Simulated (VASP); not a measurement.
# Cu (I4/mmm) in VASP: further runs

Runs on Cu. Level: RPBE. Tasks: single point.

All numbers are computed with VASP 6.6.1; they aren't measurements. Logs are shortened: lines on timing, memory, paths and dates and some standing lists are left out, and cuts for length are marked.

### 1 The cell of the first run

Symmetry: I4/mmm, No. 139, tetragonal system. The conventional cell has a = 2.886 Å, b = 2.886 Å, c = 2.752 Å, α = 90.00°, β = 90.00°, γ = 90.00°. Within 3.2 Å of Cu (site symmetry 4/mmm) lie 14 Cu at 2.46 to 2.89 Å.

### 2 Single point, RPBE

File INCAR:

```
ALGO = Normal
EDIFF = 1E-6
ENCUT = 600
GGA = RP
GGA_COMPAT = F
ISIF = 2
ISMEAR = 1
LASPH = T
LCHARG = T
LELF = T
LREAL = F
LVHAR = T
LWAVE = F
NBANDS = 12
NELM = 120
PREC = Accurate
SIGMA = 0.2
```

File KPOINTS:

```
k-points
0
Gamma
  7 7 7
```

File POSCAR:

```
Cu
1.0
   -1.4427900000      1.4427900000      1.3760800000
    1.4427900000     -1.4427900000      1.3760800000
    1.4427900000      1.4427900000     -1.3760800000
Cu
1
Direct
    0.0000000000      0.0000000000      0.0000000000
```

Potentials or basis: VASP PAW PBE potentials, release 64 (Cu).

On the command line:

```console
> cat potpaw_PBE.64/Cu/POTCAR > POTCAR
> mpirun -np 1 vasp_std > vasp.out
```

OUTCAR:

```text
EDIFF = 1E-6
   ENCUT = 600
   GGA = RP
   ISIF = 2
   ISMEAR = 1
   LASPH = T
   LREAL = F
   NELM = 120
   PREC = Accurate

 ion  position               nearest neighbor table
   1  0.000  0.000  0.000-

  LATTYP: Found a body centered tetragonal cell.
 ALAT       =     2.8855800000
 C/A-ratio  =     0.9537631949

  Lattice vectors:

 A1 = (  -1.4427900000,   1.4427900000,   1.3760800000)
 A2 = (   1.4427900000,  -1.4427900000,   1.3760800000)
 A3 = (   1.4427900000,   1.4427900000,  -1.3760800000)

Analysis of symmetry for initial positions (statically):
=====================================================================
 Subroutine PRICEL returns:
 Original cell was already a primitive cell.

 Routine SETGRP: Setting up the symmetry group for a
 body centered tetragonal supercell.

 Subroutine GETGRP returns: Found 16 space group operations
 (whereof 16 operations were pure point group operations)
 out of a pool of 16 trial point group operations.

The static configuration has the point symmetry D_4h.

Analysis of symmetry for dynamics (positions and initial velocities):
=====================================================================
 Subroutine PRICEL returns:
 Original cell was already a primitive cell.

 Routine SETGRP: Setting up the symmetry group for a
 body centered tetragonal supercell.

 Subroutine GETGRP returns: Found 16 space group operations
 (whereof 16 operations were pure point group operations)
 out of a pool of 16 trial point group operations.

The dynamic configuration has the point symmetry D_4h.

 Subroutine INISYM returns: Found 16 space group operations
 (whereof 16 operations are pure point group operations),
 and found     1 'primitive' translations

----------------------------------------------------------------------------------------

                                     Primitive cell

  volume of cell :      11.4580

  direct lattice vectors                    reciprocal lattice vectors
    -1.442790000  1.442790000  1.376080000     0.000000000  0.346550780  0.363350968
     1.442790000 -1.442790000  1.376080000     0.346550780  0.000000000  0.363350968
     1.442790000  1.442790000 -1.376080000     0.346550780  0.346550780  0.000000000

  length of vectors
     2.461073370  2.461073370  2.461073370     0.502116888  0.502116888  0.490096813

  position of ions in fractional coordinates (direct lattice)
     0.000000000  0.000000000  0.000000000

  ion indices of the primitive-cell ions
   primitive index   ion index
                 1           1

----------------------------------------------------------------------------------------

 KPOINTS: k-points

Automatic generation of k-mesh.
 Grid dimensions read from file:
 generate k-points for:    7    7    7

 Generating k-lattice:

  Cartesian coordinates                     Fractional coordinates (reciprocal lattice)
     0.000000000  0.049507254  0.051907281     0.142857143  0.000000000  0.000000000
     0.049507254  0.000000000  0.051907281     0.000000000  0.142857143  0.000000000
     0.049507254  0.049507254  0.000000000     0.000000000  0.000000000  0.142857143

  Length of vectors
     0.071730984  0.071730984  0.070013830

  Shift w.r.t. Gamma in fractional coordinates (k-lattice)
     0.000000000  0.000000000  0.000000000

 Subroutine IBZKPT returns following result:
 ===========================================

 Found     40 irreducible k-points:

 Following reciprocal coordinates:
            Coordinates               Weight
  0.000000  0.000000  0.000000      1.000000
  0.142857  0.000000  0.000000      8.000000
  0.285714  0.000000  0.000000      8.000000
  0.428571  0.000000  0.000000      8.000000
  0.142857  0.142857  0.000000      8.000000
  0.285714  0.142857  0.000000     16.000000
[... 16 lines left out ...]
 -0.142857  0.285714  0.142857      8.000000
 -0.428571  0.428571  0.142857      8.000000
 [... further k-points ...]
   k-points           NKPTS =     40   k-points in BZ     NKDIM =     40   number of bands    NBANDS=     12
   number of dos      NEDOS =    301   number of ions     NIONS =      1
   total plane-waves  NPLWV =   8000
   dimension x,y,z NGX =    20 NGY =   20 NGZ =   20
   dimension x,y,z NGXF=    40 NGYF=   40 NGZF=   40
   ions per type =               1
   NGX,Y,Z   is equivalent  to a cutoff of  13.51, 13.51, 13.51 a.u.
   NGXF,Y,Z  is equivalent  to a cutoff of  27.02, 27.02, 27.02 a.u.
 SYSTEM =  unknown system
   PREC   = accura    normal or accurate (medium, high low for compatibility)
   ISTART =      0    job   : 0-new  1-cont  2-samecut
   ICHARG =      2    charge: 1-file 2-atom 10-const
   ISPIN  =      1    spin polarized calculation?
   LNONCOLLINEAR =      F non collinear calculations
   LSORBIT =      F    spin-orbit coupling
   LASPH  =      T    aspherical Exc in radial PAW
   ENCUT  =  600.0 eV  44.10 Ry    6.64 a.u.   4.92  4.92  4.92*2*pi/ulx,y,z
   NELM   =    120;   NELMIN=  2; NELMDL= -5     # of ELM steps
   EDIFF  = 0.1E-05   stopping-criterion for ELM
   LREAL  =      F    real-space projection
   EDIFFG = 0.1E-04   stopping-criterion for IOM
   NSW    =      0    number of steps for IOM
   IBRION =     -1    ionic relax: 0-MD 1-quasi-New 2-CG
   NFREE  =      0    steps in history (QN), initial steepest desc. (CG)
   ISIF   =      2    stress and relaxation
   ISYM   =      2    0-nonsym 1-usesym 2-fastsym
   POTIM  = 0.5000    time-step for ionic-motion
   TEBEG  =    0.0;   TEEND  =   0.0 temperature during run
   PSTRESS=    0.0 pullay stress
   NELECT =      11.0000    total number of electrons
   NUPDOWN=      -1.0000    fix difference up-down
   EMIN   =  10.00;   EMAX   =-10.00  energy-range for DOS
   EFERMI =   0.00;   METHOD = LEGACY
   ISMEAR =     1;   SIGMA  =   0.20  broadening in eV -4-tet -1-fermi 0-gaus
   EFERMI_NEDOS =   21; number of points for ismear=-14 and -15
   IALGO  =     38    algorithm
   IMIX   =      4    mixing-type and parameters
     AMIX     =   0.40;   BMIX     =  1.00
     AMIX_MAG =   1.60;   BMIX_MAG =  1.00
  volume/ion in A,a.u.               =      11.46        77.32
  Fermi-wavevector in a.u.,A,eV,Ry     =   1.614987  3.051883 35.486493  2.608184
  Thomas-Fermi vector in A             =   2.709807
   LORBIT       =      0    0 simple, 1 ext, 2 COOP (PROOUT), +10 PAW based schemes
   GGA     = RP    functional components
   LHFCALC =     F    Hartree Fock is set to
   AEXX    =    0.0000 exact exchange contribution
   IVDW    =     0    specifies the selected vdW correction
   LEPSILON=     F    determine dielectric tensor
   LRPA    =     F    only Hartree local field effects (RPA)
 non-spin polarized calculation
 Methfessel and Paxton  Order N= 1 SIGMA  =   0.20
  energy-cutoff  :      600.00
  volume of cell :       11.46
 maximum number of plane-waves:       396
   NGX =  9   NGY =  9   NGZ =  9

 number of electron      11.0000000 magnetization

 Free energy of the ion-electron system (eV)
  ---------------------------------------------------
  ext. energy  EPLUGINS =         0.00000000
  ---------------------------------------------------
  free energy    TOTEN  =        -3.19382140 eV

  energy without entropy =       -3.19169696  energy(sigma->0) =       -3.19311325

 E-fermi :   8.0995     XC(G=0): -12.7653

 val. band max:        8.0707313400   @ k =  -0.4286   0.4286   0.1429
 cond. band min:       8.2373943872   @ k =  -0.1429   0.4286   0.1429
 fundamental gap:      0.1666630473
 Fermi energy:         8.0994708113

 k-point     1 :       0.0000    0.0000    0.0000
  band No.  band energies     occupation
      1      -1.4466      2.00000
      2       4.8364      2.00000
      3       5.0144      2.00000
      4       5.0144      2.00000
      5       5.8727      2.00000
      6       6.1049      2.00000
      7      32.9473      0.00000
      8      32.9473      0.00000
      9      34.1943      0.00000
     10      37.0394      0.00000
     11      37.1782      0.00000
     12      37.1782      0.00000

 k-point     2 :       0.1429    0.0000    0.0000
  band No.  band energies     occupation
      1      -0.6420      2.00000
      2       4.7604      2.00000
      3       4.9775      2.00000
      4       5.2416      2.00000
      5       5.8734      2.00000
      6       6.0234      2.00000
      7      28.0826      0.00000
      8      30.9406      0.00000
      9      31.4296      0.00000
     10      32.7774      0.00000
     11      34.4013      0.00000
     12      36.5330      0.00000

 k-point     3 :       0.2857    0.0000    0.0000
  band No.  band energies     occupation
      1       1.4620      2.00000
      2       4.4306      2.00000
      3       4.9496      2.00000
      4       5.9180      2.00000
      5       5.9840      2.00000
      6       6.0455      2.00000
      7      20.4646      0.00000
      8      27.5970      0.00000
      9      28.3108      0.00000
     10      30.3494      0.00000
     11      33.0167      0.00000
     12      39.1546      0.00000
[... 286 lines left out ...]
 k-point    23 :      -0.1429    0.2857    0.1429
  band No.  band energies     occupation
      1       1.9853      2.00000
      2       4.7569      2.00000
      3       4.7732      2.00000
      4       5.5773      2.00000
      5       5.9466      2.00000
      6       6.3987      2.00000
      7      21.4399      0.00000
      8      24.2829      0.00000
      9      25.6561      0.00000
     10      31.8833      0.00000
     11      35.5363      0.00000
     12      37.5857      0.00000

 k-point    24 :      -0.4286    0.4286    0.1429
  band No.  band energies     occupation
      1       3.2302      2.00000
      2       4.7310      2.00000
      3       4.8057      2.00000
      4       5.6222      2.00000
      5       6.6048      2.00000
      6       8.0707      1.24045
      7      14.0574      0.00000
      8      24.0900      0.00000
      9      25.8322      0.00000
     10      33.0089      0.00000
     11      34.9524      0.00000
     12      36.4814      0.00000

 [... further k-points ...]
[... 5 lines left out ...]
  --------------------------------------------------------------------------------------
  -------------------------------------------------------------------------------------
  Total        1.0887257      1.0887257      0.7165867      0.0000000      0.0000000     -0.0000000
  in kB      152.2366193    152.2366193    100.2003896      0.0000000      0.0000000     -0.0000000
  external PRESSURE =     134.8912094 kB  Pullay stress =       0.0000000 kB

 VOLUME and BASIS-vectors are now :
 -----------------------------------------------------------------------------
  energy-cutoff  :      600.00
  volume of cell :       11.46
      direct lattice vectors                 reciprocal lattice vectors
    -1.442790000  1.442790000  1.376080000     0.000000000  0.346550780  0.363350968
     1.442790000 -1.442790000  1.376080000     0.346550780  0.000000000  0.363350968
     1.442790000  1.442790000 -1.376080000     0.346550780  0.346550780  0.000000000

 POSITION                                       TOTAL-FORCE (eV/Angst)
 -----------------------------------------------------------------------------------
      0.00000      0.00000      0.00000        -0.000000      0.000000     -0.000000
 -----------------------------------------------------------------------------------
    total drift:                                0.000000     -0.000000      0.000000

  FREE ENERGIE OF THE ION-ELECTRON SYSTEM (eV)
  ---------------------------------------------------
  free  energy   TOTEN  =        -3.1938214040 eV

  energy  without entropy=       -3.1916969565  energy(sigma->0) =       -3.19311325
```

Wall time 7.5 s (1 thread of Intel Xeon 8259CL, shared host); peak memory 0.13 GiB.

Results:

* Free energy: -3.1938 eV
* Pressure: 13.5 GPa

Levels at points of the mesh, in eV from the Fermi level:
| k point | band 2 | band 3 | band 4 | band 5 | band 6 | band 7 | band 8 | band 9 | band 10 | band 11 |
| --- | --- | --- | --- | --- | --- | --- | --- | --- | --- | --- |
| (0.00, 0.00, 0.00) | -3.26 | -3.09 | -3.09 | -2.23 | -1.99 | 24.85 | 24.85 | 26.09 | 28.94 | 29.08 |

Caveat: the k points lie up to 0.45 Å⁻¹ apart; the PAW data sets were made with another functional, which shifts forces and pressure a little.

### 3 Single point, RPBE

File INCAR:

```
ALGO = Normal
EDIFF = 1E-6
ENCUT = 600
GGA = RP
GGA_COMPAT = False
ISIF = 2
ISMEAR = 1
LASPH = True
LCHARG = False
LREAL = False
LWAVE = False
NBANDS = 12
NELM = 120
PREC = Accurate
SIGMA = 0.2
```

File KPOINTS:

```
k-points
0
Gamma
  9 9 9
```

POSCAR is that of step 2.

Potentials or basis: VASP PAW PBE potentials, release 64 (Cu).

On the command line:

```console
> cat potpaw_PBE.64/Cu/POTCAR > POTCAR
> mpirun -np 1 vasp_std > vasp.out
```

OUTCAR:

```text
EDIFF = 1E-6
   ENCUT = 600
   GGA = RP
   ISIF = 2
   ISMEAR = 1
   LASPH = True
   LREAL = False
   NELM = 120
   PREC = Accurate

 ion  position               nearest neighbor table
   1  0.000  0.000  0.000-

  LATTYP: Found a body centered tetragonal cell.
 ALAT       =     2.8855800000
 C/A-ratio  =     0.9537631949

  Lattice vectors:

 A1 = (  -1.4427900000,   1.4427900000,   1.3760800000)
 A2 = (   1.4427900000,  -1.4427900000,   1.3760800000)
 A3 = (   1.4427900000,   1.4427900000,  -1.3760800000)

Analysis of symmetry for initial positions (statically):
=====================================================================
 Subroutine PRICEL returns:
 Original cell was already a primitive cell.

 Routine SETGRP: Setting up the symmetry group for a
 body centered tetragonal supercell.

 Subroutine GETGRP returns: Found 16 space group operations
 (whereof 16 operations were pure point group operations)
 out of a pool of 16 trial point group operations.

The static configuration has the point symmetry D_4h.

Analysis of symmetry for dynamics (positions and initial velocities):
=====================================================================
 Subroutine PRICEL returns:
 Original cell was already a primitive cell.

 Routine SETGRP: Setting up the symmetry group for a
 body centered tetragonal supercell.

 Subroutine GETGRP returns: Found 16 space group operations
 (whereof 16 operations were pure point group operations)
 out of a pool of 16 trial point group operations.

The dynamic configuration has the point symmetry D_4h.

 Subroutine INISYM returns: Found 16 space group operations
 (whereof 16 operations are pure point group operations),
 and found     1 'primitive' translations

----------------------------------------------------------------------------------------

                                     Primitive cell

  volume of cell :      11.4580
[... 108 lines left out ...]
  volume/ion in A,a.u.               =      11.46        77.32
  Fermi-wavevector in a.u.,A,eV,Ry     =   1.614987  3.051883 35.486493  2.608184
  Thomas-Fermi vector in A             =   2.709807
   LORBIT       =      0    0 simple, 1 ext, 2 COOP (PROOUT), +10 PAW based schemes
   GGA     = RP    functional components
   LHFCALC =     F    Hartree Fock is set to
   AEXX    =    0.0000 exact exchange contribution
   IVDW    =     0    specifies the selected vdW correction
   LEPSILON=     F    determine dielectric tensor
   LRPA    =     F    only Hartree local field effects (RPA)
 non-spin polarized calculation
 Methfessel and Paxton  Order N= 1 SIGMA  =   0.20
  energy-cutoff  :      600.00
  volume of cell :       11.46
 maximum number of plane-waves:       402
   NGX =  9   NGY =  9   NGZ =  9

 number of electron      11.0000000 magnetization

 Free energy of the ion-electron system (eV)
  ---------------------------------------------------
  ext. energy  EPLUGINS =         0.00000000
  ---------------------------------------------------
  free energy    TOTEN  =        -3.19053892 eV

  energy without entropy =       -3.18921835  energy(sigma->0) =       -3.19009873

 E-fermi :   8.0628     XC(G=0): -12.7659

 val. band max:        8.0437953343   @ k =  -0.2222   0.4444   0.1111
 cond. band min:       8.1287775291   @ k =  -0.1111   0.4444   0.1111
 fundamental gap:      0.0849821947
 Fermi energy:         8.0628493382

 k-point     1 :       0.0000    0.0000    0.0000
  band No.  band energies     occupation
      1      -1.4469      2.00000
      2       4.8285      2.00000
      3       5.0125      2.00000
      4       5.0125      2.00000
      5       5.8744      2.00000
      6       6.0967      2.00000
      7      32.9483      0.00000
      8      32.9483      0.00000
      9      34.1920      0.00000
     10      37.0421      0.00000
     11      37.1756      0.00000
     12      37.1756      0.00000
[... 331 lines left out ...]
 k-point    24 :       0.4444    0.4444    0.0000
  band No.  band energies     occupation
      1       3.1278      2.00000
      2       4.3709      2.00000
      3       5.5455      2.00000
      4       5.8162      2.00000
      5       6.3072      2.00000
      6       8.5201     -0.00571
      7      12.4368      0.00000
      8      23.2378      0.00000
      9      26.5193      0.00000
     10      32.5682      0.00000
     11      36.8006      0.00000
     12      39.3750      0.00000

 [... further k-points ...]
[... 5 lines left out ...]
  --------------------------------------------------------------------------------------
  -------------------------------------------------------------------------------------
  Total        1.0224456      1.0224456      0.8360503      0.0000000     -0.0000000      0.0000000
  in kB      142.9686636    142.9686636    116.9050021      0.0000000     -0.0000000      0.0000000
  external PRESSURE =     134.2807765 kB  Pullay stress =       0.0000000 kB

 VOLUME and BASIS-vectors are now :
 -----------------------------------------------------------------------------
  energy-cutoff  :      600.00
  volume of cell :       11.46
      direct lattice vectors                 reciprocal lattice vectors
    -1.442790000  1.442790000  1.376080000     0.000000000  0.346550780  0.363350968
     1.442790000 -1.442790000  1.376080000     0.346550780  0.000000000  0.363350968
     1.442790000  1.442790000 -1.376080000     0.346550780  0.346550780  0.000000000

 POSITION                                       TOTAL-FORCE (eV/Angst)
 -----------------------------------------------------------------------------------
      0.00000      0.00000      0.00000        -0.000000     -0.000000      0.000000
 -----------------------------------------------------------------------------------
    total drift:                                0.000000     -0.000000      0.000000

  FREE ENERGIE OF THE ION-ELECTRON SYSTEM (eV)
  ---------------------------------------------------
  free  energy   TOTEN  =        -3.1905389224 eV

  energy  without entropy=       -3.1892183514  energy(sigma->0) =       -3.19009873
```

OSZICAR:

```text
N       E                     dE             d eps       ncg     rms          rms(c)
DAV:   1     0.449129727310E+02    0.44913E+02   -0.60295E+03  2060   0.173E+03
DAV:   2    -0.254671696192E+01   -0.47460E+02   -0.43660E+02  1856   0.218E+02
DAV:   3    -0.398396223446E+01   -0.14372E+01   -0.14304E+01  2140   0.419E+01
DAV:   4    -0.399336011936E+01   -0.93979E-02   -0.93961E-02  2012   0.302E+00
DAV:   5    -0.399344677049E+01   -0.86651E-04   -0.86649E-04  2108   0.294E-01    0.724E+00
DAV:   6    -0.348901375595E+01    0.50443E+00   -0.11976E+01  2104   0.668E+01    0.339E+00
DAV:   7    -0.320321998536E+01    0.28579E+00   -0.18346E+00  2108   0.262E+01    0.656E-01
DAV:   8    -0.319137228347E+01    0.11848E-01   -0.51570E-03  2288   0.757E-01    0.218E-01
DAV:   9    -0.319054102329E+01    0.83126E-03   -0.54548E-03  2300   0.132E+00    0.321E-02
DAV:  10    -0.319054159418E+01   -0.57088E-06   -0.38662E-05  2596   0.103E-01    0.873E-03
DAV:  11    -0.319053875780E+01    0.28364E-05   -0.93310E-07  1536   0.188E-02    0.450E-04
DAV:  12    -0.319053892243E+01   -0.16463E-06   -0.75220E-08  1004   0.400E-03
   1 F= -.31905389E+01 E0= -.31900987E+01  d E =-.132057E-02
```

Wall time 16 s (1 thread of Intel Xeon 8259CL, shared host); peak memory 0.13 GiB.

What came out:

* Free energy: -3.1905 eV
* Pressure: 13.4 GPa

Caveat: the PAW data sets were made with another functional, which shifts forces and pressure a little.

(Part 1 of 2 ends here.)
